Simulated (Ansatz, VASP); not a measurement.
## Cu5Mo: VASP beside Ansatz

```
Cu Mo
1.0
     4.16407    0.00000    0.00000
    -2.08203    3.60619    0.00000
     0.00000    0.00000    5.11775
Cu Mo
5 1
Direct
  0.33333 0.66667 0.99481
  0.66667 0.33333 0.99481
  0.33333 0.66667 0.50331
  0.66667 0.33333 0.50331
  0.00000 0.00000 0.74850
  0.00000 0.00000 0.24855
```

Alike in both runs: functional PBE; k mesh 5 × 5 × 3; occupations gaussian, width 0.2 eV; no spin polarisation.

Ansatz relaxed the structure, and its values are those at the end. VASP's run is a single point on that final structure, the one shown.

```csv
,VASP,Ansatz
version,VASP 6.6.1,Ansatz 0.2.0
potentials or method,"VASP PAW PBE potentials, release 64 (Cu, Mo_sv), cutoff 600 eV","scalar-relativistic, plane waves, PAW"
valence electrons in the cell,69,109
```

Ansatz gave:

```
gap on the k mesh at the Fermi level (eV) : none
pressure (GPa)                            : 0.0
rms of the force components (eV/Å)        : 0.003
```

Problem. What did VASP give for the same quantities?

Solution. gap on the k mesh at the Fermi level (eV): none; pressure (GPa): 0.5; rms of the force components (eV/Å): 0.003.

A gap of «none» marks a metal or a gap that the smearing closes. VASP's potentials hold 69 valence electrons a cell and Ansatz's 109, so a difference there can come from the potentials and not from the codes.

The k mesh is coarse, so the values compare programs but aren't converged.
